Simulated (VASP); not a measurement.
Cd, 2 atoms in the cell. It takes space group P6_3/mmc (No. 194, hexagonal). Conventional cell: a = 3.018 Å, b = 3.018 Å, c = 5.691 Å, α = 90.00°, β = 90.00°, γ = 120.00°. Within 4.0 Å of Cd (site symmetry -6m2) lie 12 Cd at 3.02 to 3.34 Å. 

| Quantity | Value |
| --- | --- |
| Program | VASP 6.6.1 |
| Task | single point |
| Functional | r2SCAN |
| Potentials or basis | VASP PAW PBE potentials, release 64 (Cd) |
| Cutoff | 520 eV |
| k mesh | 10 × 10 × 5 |
| Occupations | methfessel-paxton, width 0.1199 eV |
| Spin | no spin polarisation |
| Dipole correction | no |
| Further INCAR settings | ALGO = Normal; EDIFF = 1e-06; NBANDS = 19 |

Potentials or basis: VASP PAW PBE potentials, release 64 (Cd).

Command:

```console
$ cat potpaw_PBE.64/Cd/POTCAR > POTCAR
$ cp INCAR.step1 INCAR
$ mpirun -np 1 vasp_std > vasp.out
$ cp INCAR.step2 INCAR
$ mpirun -np 1 vasp_std > vasp.out
```

Hardware: 1 thread of AMD EPYC 7R13 Processor (Zen 3) (shared host).

**Question.** How long does it take, and how much memory?

**Answer.** Run time: 3.5 min on 1 thread of AMD EPYC 7R13 Processor (Zen 3), on a shared host, peak memory 0.18 GiB. Counts: k points 93.
